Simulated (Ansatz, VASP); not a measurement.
## Zr2O in VASP and in Ansatz

Contents of INCAR:

```
SYSTEM = Zr2O
  PREC = Accurate
  ENCUT = 520
  EDIFF = 1E-6
  ISMEAR = 0
  SIGMA = 0.15
  LREAL = .FALSE.
  LASPH = .TRUE.
  NELM = 100
  ALGO = Normal
  ISIF = 2
  LWAVE = .FALSE.
  LCHARG = .TRUE.
  GGA = PS
  LELF = .TRUE.
  LVHAR = .TRUE.
  NBANDS = 39
```

KPOINTS

```
regular mesh
0
G
  10 10 10
  0 0 0
```

POSCAR

```
Zr2O
1.0
    4.8002881848      0.0000000000      0.0000000000
    0.0000000000      4.8002881848      0.0000000000
    0.0000000000      0.0000000000      4.7282838620
Zr O
4 2
Direct
    0.2500000000      0.2500000000      0.7500000000
    0.7500000000      0.2500000000      0.2500000000
    0.2500000000      0.7500000000      0.2500000000
    0.7500000000      0.7500000000      0.7500000000
    0.0000000000      0.0000000000      0.0000000000
    0.5000000000      0.5000000000      0.5000000000
```

Input for Ansatz:

```yaml
crystal:
  lattice:
    - [4.8002881848, 0.0, 0.0]
    - [0.0, 4.8002881848, 0.0]
    - [0.0, 0.0, 4.728283862]
  atoms:
    - { symbol: Zr, position: [0.25, 0.25, 0.75] }
    - { symbol: Zr, position: [0.75, 0.25, 0.25] }
    - { symbol: Zr, position: [0.25, 0.75, 0.25] }
    - { symbol: Zr, position: [0.75, 0.75, 0.75] }
    - { symbol: O, position: [0.0, 0.0, 0.0] }
    - { symbol: O, position: [0.5, 0.5, 0.5] }
basis:
  ecutwfc: 420
kpoints:
  mp_grid: { grid: [10, 10, 10] }
hamiltonian:
  xc: pbesol
scf:
  occupations: { method: gaussian, width: 0.15 }
output:
  forces: true
  stress: true
  eigenvalues: true
```

Change from the starting cell: strain +0.000 along x and y, -0.015 along z, atoms carried along.

Alike in both runs: task single point; functional PBEsol; k mesh 10 × 10 × 10; occupations gaussian, width 0.15 eV; no spin polarisation.

|  | VASP | Ansatz |
| --- | --- | --- |
| version | VASP 6.6.1 | Ansatz 0.2.0 |
| potentials or method | VASP PAW PBE potentials, release 64 (Zr_sv, O), cutoff 520 eV | scalar-relativistic, plane waves, PAW |
| valence electrons in the cell | 60 | 60 |

|  | VASP | Ansatz | Ansatz less VASP |
| --- | --- | --- | --- |
| gap on the k mesh at the Fermi level (eV) | none | none | - |
| pressure (GPa) | 2.5 | 2.2 | -0.27 |
| traceless stress, the component that is largest in VASP (GPa) | 0.45 | 0.46 | +0.007 |

VASP's potentials were made for PBE, not for PBEsol. A gap of «none» marks a metal or a gap that the smearing closes.
